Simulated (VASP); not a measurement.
# BP (F-43m) in VASP: notebook, part 2 of 2

VASP 6.6.1. Earlier steps stand in the parts before.

**3. Single point, r2SCAN (strain +0.040 along x and y, +0.040 along z)**

The input, POSCAR:

```
BP
1.0
    0.0000000000      2.3597600000      2.3597600000
    2.3597600000      0.0000000000      2.3597600000
    2.3597600000      2.3597600000      0.0000000000
B P
1 1
Direct
    0.0000000000      0.0000000000      0.0000000000
    0.7500000000      0.7500000000      0.7500000000
```

The input, INCAR.step1:

```
PREC = Accurate
ENCUT = 520
ISMEAR = 0
SIGMA = 0.05
LREAL = False
LASPH = True
NELM = 60
NBANDS = 11
GGA = PE
ALGO = Normal
EDIFF = 1E-4
LWAVE = True
LCHARG = False
```

The input, INCAR.step2:

```
PREC = Accurate
ENCUT = 520
EDIFF = 1E-7
ISMEAR = 0
SIGMA = 0.05
LREAL = False
LASPH = True
NELM = 60
ALGO = Normal
ISIF = 2
LWAVE = False
LCHARG = True
METAGGA = R2SCAN
LMIXTAU = True
LELF = True
LVHAR = True
NBANDS = 11
ISTART = 1
```

The input, KPOINTS:

```
Automatic mesh
0
Gamma
  10 10 10
```

Potentials or basis: VASP PAW PBE potentials, release 64 (B, P).

Run with:

```console
$ cat potpaw_PBE.64/B/POTCAR potpaw_PBE.64/P/POTCAR > POTCAR
$ cp INCAR.step1 INCAR
$ mpirun -np 1 vasp_std > vasp.out
$ cp INCAR.step2 INCAR
$ mpirun -np 1 vasp_std > vasp.out
```

OUTCAR:

```text
PREC = Accurate
   ENCUT = 520
   EDIFF = 1E-7
   ISMEAR = 0
   LREAL = False
   LASPH = True
   NELM = 60
   ISIF = 2
   METAGGA = R2SCAN
   ISTART = 1

 ion  position               nearest neighbor table
   1  0.000  0.000  0.000-   2 2.04   2 2.04   2 2.04   2 2.04
   2  0.750  0.750  0.750-   1 2.04   1 2.04   1 2.04   1 2.04

  LATTYP: Found a face centered cubic cell.
 ALAT       =     4.7195200000

  Lattice vectors:

 A1 = (   0.0000000000,   2.3597600000,   2.3597600000)
 A2 = (   2.3597600000,   0.0000000000,   2.3597600000)
 A3 = (   2.3597600000,   2.3597600000,   0.0000000000)

Analysis of symmetry for initial positions (statically):
=====================================================================
 Subroutine PRICEL returns:
 Original cell was already a primitive cell.

 Routine SETGRP: Setting up the symmetry group for a
 face centered cubic supercell.

 Subroutine GETGRP returns: Found 24 space group operations
 (whereof 24 operations were pure point group operations)
 out of a pool of 48 trial point group operations.

The static configuration has the point symmetry T_d .

Analysis of symmetry for dynamics (positions and initial velocities):
[... 165 lines left out ...]
 Fermi energy:         6.3318494520

 k-point     1 :       0.0000    0.0000    0.0000
  band No.  band energies     occupation
      1      -9.1696      2.00000
      2       6.0402      2.00000
      3       6.0402      2.00000
      4       6.0402      2.00000
      5       9.5304      0.00000
      6       9.5304      0.00000
      7       9.5304      0.00000
      8      12.2344      0.00000
      9      17.6116      0.00000
     10      18.3779      0.00000
     11      18.3779      0.00000
[... 309 lines left out ...]
 k-point    24 :       0.4000    0.3000    0.0000
  band No.  band energies     occupation
      1      -6.3880      2.00000
      2      -0.2190      2.00000
      3       2.2314      2.00000
      4       2.7085      2.00000
      5       8.1612      0.00000
      6       9.9932      0.00000
      7      15.3281      0.00000
      8      15.4411      0.00000
      9      19.6659      0.00000
     10      21.4177      0.00000
     11      22.5335      0.00000

 [... further k-points ...]
[... 5 lines left out ...]
  --------------------------------------------------------------------------------------
  -------------------------------------------------------------------------------------
  Total       -2.6956880     -2.6956880     -2.6956880     -0.0000000      0.0000000     -0.0000000
  in kB     -164.3412945   -164.3412945   -164.3412945     -0.0000000      0.0000000     -0.0000000
  external PRESSURE =    -164.3412945 kB  Pullay stress =       0.0000000 kB

 VOLUME and BASIS-vectors are now :
 -----------------------------------------------------------------------------
  energy-cutoff  :      520.00
  volume of cell :       26.28
      direct lattice vectors                 reciprocal lattice vectors
     0.000000000  2.359760000  2.359760000    -0.211885955  0.211885955  0.211885955
     2.359760000  0.000000000  2.359760000     0.211885955 -0.211885955  0.211885955
     2.359760000  2.359760000  0.000000000     0.211885955  0.211885955 -0.211885955

 POSITION                                       TOTAL-FORCE (eV/Angst)
 -----------------------------------------------------------------------------------
      0.00000      0.00000      0.00000        -0.000000     -0.000000     -0.000000
      3.53964      3.53964      3.53964         0.000000      0.000000      0.000000
 -----------------------------------------------------------------------------------
    total drift:                               -0.000000     -0.000000     -0.000000

  FREE ENERGIE OF THE ION-ELECTRON SYSTEM (eV)
  ---------------------------------------------------
  free  energy   TOTEN  =       -17.1431569091 eV

  energy  without entropy=      -17.1431569091  energy(sigma->0) =      -17.14315691
```

OSZICAR.step1:

```text
N       E                     dE             d eps       ncg     rms          rms(c)
DAV:   1     0.974262613933E+01    0.97426E+01   -0.39009E+03  1034   0.652E+02
DAV:   2    -0.126182327443E+02   -0.22361E+02   -0.21366E+02  1423   0.103E+02
DAV:   3    -0.132726682532E+02   -0.65444E+00   -0.65272E+00  1326   0.164E+01
DAV:   4    -0.132754019192E+02   -0.27337E-02   -0.27333E-02  1179   0.123E+00
DAV:   5    -0.132754189800E+02   -0.17061E-04   -0.17061E-04  1284   0.989E-02    0.606E+00
DAV:   6    -0.128578778642E+02    0.41754E+00   -0.10720E+00  1148   0.416E+00    0.330E+00
DAV:   7    -0.127983497653E+02    0.59528E-01   -0.13758E-01  1268   0.187E+00    0.119E+00
DAV:   8    -0.127920365646E+02    0.63132E-02   -0.21786E-02  1195   0.817E-01    0.149E-01
DAV:   9    -0.127923861367E+02   -0.34957E-03   -0.74497E-04  1201   0.171E-01    0.797E-02
DAV:  10    -0.127925854457E+02   -0.19931E-03   -0.24617E-04  1160   0.976E-02    0.250E-02
DAV:  11    -0.127925965835E+02   -0.11138E-04   -0.10883E-05   634   0.225E-02
   1 F= -.12792597E+02 E0= -.12792597E+02  d E =-.386108E-17
```

Run time: 3.2 min. Hardware: 1 thread of AMD EPYC 7R13, shared host; peak memory 0.13 GiB.

Results:

```
Free energy            : -17.1432 eV
Pressure               : -16.4 GPa
Band gap on the k mesh : 1.59 eV, indirect (least direct gap 3.49 eV)
```

Caveat: the cell differs from its parent crystal (strain +0.040 along x and y, +0.040 along z); the PAW data sets were made with another functional, which shifts forces and pressure a little. A k mesh can miss the band edges.

**4. Single point, r2SCAN (strain +0.080 along x and y, +0.080 along z)**

The input, POSCAR:

```
BP
1.0
    0.0000000000      2.4505200000      2.4505200000
    2.4505200000      0.0000000000      2.4505200000
    2.4505200000      2.4505200000      0.0000000000
B P
1 1
Direct
    0.0000000000      0.0000000000      0.0000000000
    0.7500000000      0.7500000000      0.7500000000
```

The input, INCAR.step1:

```
SYSTEM = BP
PREC = Accurate
ENCUT = 520
ISMEAR = 0
SIGMA = 0.05
LREAL = .FALSE.
LASPH = .TRUE.
NELM = 80
NBANDS = 11
GGA = PE
ALGO = Normal
EDIFF = 1E-4
LWAVE = .TRUE.
LCHARG = .FALSE.
```

The input, INCAR.step2:

```
SYSTEM = BP
PREC = Accurate
ENCUT = 520
EDIFF = 1E-7
ISMEAR = 0
SIGMA = 0.05
LREAL = .FALSE.
LASPH = .TRUE.
NELM = 80
ALGO = Normal
ISIF = 2
LWAVE = .FALSE.
LCHARG = .FALSE.
METAGGA = R2SCAN
LMIXTAU = .TRUE.
NBANDS = 11
ISTART = 1
```

The input, KPOINTS:

```
Automatic mesh
0
G
  10 10 10
  0 0 0
```

Potentials or basis: VASP PAW PBE potentials, release 64 (B, P).

Run with:

```console
$ cat potpaw_PBE.64/B/POTCAR potpaw_PBE.64/P/POTCAR > POTCAR
$ cp INCAR.step1 INCAR
$ mpirun -np 1 vasp_std > vasp.out
$ cp INCAR.step2 INCAR
$ mpirun -np 1 vasp_std > vasp.out
```

OUTCAR:

```text
SYSTEM = BP
   PREC = Accurate
   ENCUT = 520
   EDIFF = 1E-7
   ISMEAR = 0
   LREAL = .FALSE.
   LASPH = .TRUE.
   NELM = 80
   ISIF = 2
   METAGGA = R2SCAN
   ISTART = 1

 ion  position               nearest neighbor table
   1  0.000  0.000  0.000-   2 2.12   2 2.12   2 2.12   2 2.12
   2  0.750  0.750  0.750-   1 2.12   1 2.12   1 2.12   1 2.12

  LATTYP: Found a face centered cubic cell.
 ALAT       =     4.9010400000

  Lattice vectors:

 A1 = (   0.0000000000,   2.4505200000,   2.4505200000)
 A2 = (   2.4505200000,   0.0000000000,   2.4505200000)
 A3 = (   2.4505200000,   2.4505200000,   0.0000000000)
[... 514 lines left out ...]
      8      13.5583      0.00000
      9      17.2373      0.00000
     10      19.6549      0.00000
     11      19.9708      0.00000

 [... further k-points ...]
[... 5 lines left out ...]
  --------------------------------------------------------------------------------------
  -------------------------------------------------------------------------------------
  Total       -4.6672596     -4.6672596     -4.6672596      0.0000000      0.0000000     -0.0000000
  in kB     -254.0784277   -254.0784277   -254.0784277      0.0000000      0.0000000     -0.0000000
  external PRESSURE =    -254.0784277 kB  Pullay stress =       0.0000000 kB

 VOLUME and BASIS-vectors are now :
 -----------------------------------------------------------------------------
  energy-cutoff  :      520.00
  volume of cell :       29.43
      direct lattice vectors                 reciprocal lattice vectors
     0.000000000  2.450520000  2.450520000    -0.204038327  0.204038327  0.204038327
     2.450520000  0.000000000  2.450520000     0.204038327 -0.204038327  0.204038327
     2.450520000  2.450520000  0.000000000     0.204038327  0.204038327 -0.204038327

 POSITION                                       TOTAL-FORCE (eV/Angst)
 -----------------------------------------------------------------------------------
      0.00000      0.00000      0.00000        -0.000000     -0.000000     -0.000000
      3.67578      3.67578      3.67578         0.000000      0.000000      0.000000
 -----------------------------------------------------------------------------------
    total drift:                               -0.000000     -0.000000     -0.000000

  FREE ENERGIE OF THE ION-ELECTRON SYSTEM (eV)
  ---------------------------------------------------
  free  energy   TOTEN  =       -16.7230840794 eV

  energy  without entropy=      -16.7230840794  energy(sigma->0) =      -16.72308408
```

OSZICAR.step1:

```text
N       E                     dE             d eps       ncg     rms          rms(c)
DAV:   1     0.963682252513E+01    0.96368E+01   -0.37978E+03  1034   0.641E+02
DAV:   2    -0.120361319144E+02   -0.21673E+02   -0.20782E+02  1389   0.101E+02
DAV:   3    -0.127193862064E+02   -0.68325E+00   -0.68183E+00  1331   0.163E+01
DAV:   4    -0.127227395834E+02   -0.33534E-02   -0.33530E-02  1161   0.134E+00
DAV:   5    -0.127227650160E+02   -0.25433E-04   -0.25433E-04  1250   0.118E-01    0.513E+00
DAV:   6    -0.124505919406E+02    0.27217E+00   -0.78996E-01  1142   0.333E+00    0.283E+00
DAV:   7    -0.124128886946E+02    0.37703E-01   -0.77916E-02  1281   0.147E+00    0.106E+00
DAV:   8    -0.124082934581E+02    0.45952E-02   -0.16804E-02  1174   0.712E-01    0.108E-01
DAV:   9    -0.124086768712E+02   -0.38341E-03   -0.78001E-04  1178   0.161E-01    0.510E-02
DAV:  10    -0.124088671158E+02   -0.19024E-03   -0.22274E-04  1164   0.922E-02    0.228E-02
DAV:  11    -0.124088786494E+02   -0.11534E-04   -0.12060E-05   640   0.232E-02
   1 F= -.12408879E+02 E0= -.12408879E+02  d E =-.628448E-19
```

Wall time 2.9 min (1 thread of AMD EPYC 7R13, shared host); peak memory 0.13 GiB.

What came out:

```
Free energy            : -16.7231 eV
Pressure               : -25.4 GPa
Band gap on the k mesh : 1.72 eV, indirect (least direct gap 3.38 eV)
```

Caveat: the cell differs from its parent crystal (strain +0.080 along x and y, +0.080 along z); the PAW data sets were made with another functional, which shifts forces and pressure a little. A k mesh can miss the band edges.

**5. Overview**

| cell | gap on the mesh (eV) | pressure (GPa) |
| --- | --- | --- |
| a = 3.080 Å, angles 60.0°, 2 atoms | 1.28 | 25.1 |
| a = 3.337 Å, angles 60.0°, 2 atoms | 1.59 | -16.4 |
| a = 3.466 Å, angles 60.0°, 2 atoms | 1.72 | -25.4 |

Alike in all rows: task single point; level r2SCAN; potentials or basis VASP PAW PBE potentials, release 64 (B, P); no spin polarisation; k mesh 10 × 10 × 10; cutoff (eV) 520; smearing gaussian 0.05 eV.

Caveats: the PAW data sets were made with another functional, which shifts forces and pressure a little.

Absolute energies hang on the potentials; compare differences alone.
